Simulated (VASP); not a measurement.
## Ni: relaxation of cell and atoms with r2SCAN+D4

Crystal: Ni.

```
Ni
1.0
    -1.38372    1.38372    1.38372
     1.38372   -1.38372    1.38372
     1.38372    1.38372   -1.38372
Ni
1
Cartesian
  0.0000 0.0000 0.0000
```

This isn't the form of Ni at room conditions, which is fcc.

```json
{"Program": "VASP 6.6.1", "Task": "relaxation of cell and atoms", "Functional": "r2SCAN", "Dispersion": "D4", "Potentials or basis": "VASP PAW PBE potentials, release 64 (Ni)", "Cutoff": "660 eV", "k mesh": "17 × 17 × 17", "Occupations": "fermi-dirac, width 0.15 eV", "Spin": "collinear spin, ferromagnetic start", "Starting moments": "[2.0] μB", "Dipole correction": "no", "Further INCAR settings": "ALGO = Normal; EDIFF = 1e-07; IBRION = 2; EDIFFG = -0.02; NSW = 80; ISIF = 3"}
```

The relaxed volume is 10.53 Å³/atom and the relaxed cell is a = 2.392 Å, b = 2.392 Å, c = 2.392 Å, α = 109.47°, β = 109.47°, γ = 109.47°. The space group after relaxing (to 0.1 Å) is Im-3m (No. 229), the energy gained by relaxing is 0.3 meV/atom and the ionic steps are 3. The pressure after relaxing is -0.1 GPa. The net moment is 0.64 μB per cell. The site moments are Ni +0.65 μB. The valence electrons inside the program's atomic spheres are Ni 9.41 and the dispersion energy per atom is -0.161 eV.

Step by step:
```csv
step,energy change (eV),largest force (eV/Å),pressure (GPa),volume (Å³)
1,0.0000,0.0000,-1.38,10.60
2,0.0001,0.0000,1.51,10.46
3,-0.0003,0.0000,-0.08,10.53
```

Final structure:
```yaml
crystal:
  lattice:
    - [-1.38088, 1.38088, 1.38088]
    - [1.38088, -1.38088, 1.38088]
    - [1.38088, 1.38088, -1.38088]
  atoms:
    - { symbol: Ni, position: [0.00000, 0.00000, 0.00000] }
```

Levels at points of the mesh, in eV from the Fermi level:
Spin up:
| k point | band 3 | band 4 | band 5 | band 6 | band 7 | band 8 |
| --- | --- | --- | --- | --- | --- | --- |
| (0.00, 0.00, 0.00) | -2.76 | -2.76 | -1.28 | -1.28 | 27.77 | 27.77 |
Spin down:
```
           k point  band 3  band 4  band 5  band 6  band 7  band 8
(0.00, 0.00, 0.00)   -1.69   -1.69   -0.51   -0.51   27.74   27.74
```

Run time: 3.9 min on 1 thread of Intel(R) Xeon(R) 6975P-C (Granite Rapids), on a shared host, peak memory 0.17 GiB.

Caveat: the PAW data sets were made with another functional, which shifts forces and pressure a little.
